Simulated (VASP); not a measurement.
A run of VASP 6.6.1:

Contents of POSCAR:

```
ZrSc
1.0
    3.2828456700      0.0000000000      0.0000000000
   -1.6414228400      2.8430277500      0.0000000000
    0.0000000000      0.0000000000      5.1550053600
Zr Sc
1 1
Direct
    0.6666666667      0.3333333333      0.0000000000
    0.0000000000      0.0000000000      0.5000000000
```

Contents of INCAR.step1:

```
PREC = Accurate ; ENCUT = 520
ISMEAR = -1 ; SIGMA = 0.1
LREAL = False ; LASPH = True
NELM = 60 ; NBANDS = 18
GGA = PE ; ALGO = Normal
EDIFF = 1E-4 ; LWAVE = True
LCHARG = False
```

INCAR.step2

```
PREC = Accurate ; ENCUT = 520
EDIFF = 1E-6 ; ISMEAR = -1
SIGMA = 0.1 ; LREAL = False
LASPH = True ; NELM = 60
ALGO = Normal ; ISIF = 2
LWAVE = False ; LCHARG = False
METAGGA = R2SCAN ; LMIXTAU = True
NBANDS = 18 ; ISTART = 1
```

Contents of KPOINTS:

```
Automatic mesh
0
Gamma
  10 10 6
```

Potentials or basis: VASP PAW PBE potentials, release 64 (Zr_sv, Sc_sv).

Run with:

```sh
$ cat potpaw_PBE.64/Zr_sv/POTCAR potpaw_PBE.64/Sc_sv/POTCAR > POTCAR
$ cp INCAR.step1 INCAR
$ mpirun -np 1 vasp_std > vasp.out
$ cp INCAR.step2 INCAR
$ mpirun -np 1 vasp_std > vasp.out
```

Hardware: 1 thread of Intel(R) Xeon(R) 6975P-C (Granite Rapids) (shared host).

How long does it take, and how much memory?

Wall time 81 s on 1 thread of Intel(R) Xeon(R) 6975P-C (Granite Rapids) (shared host), peak memory 0.19 GiB. Counts: k points 56.
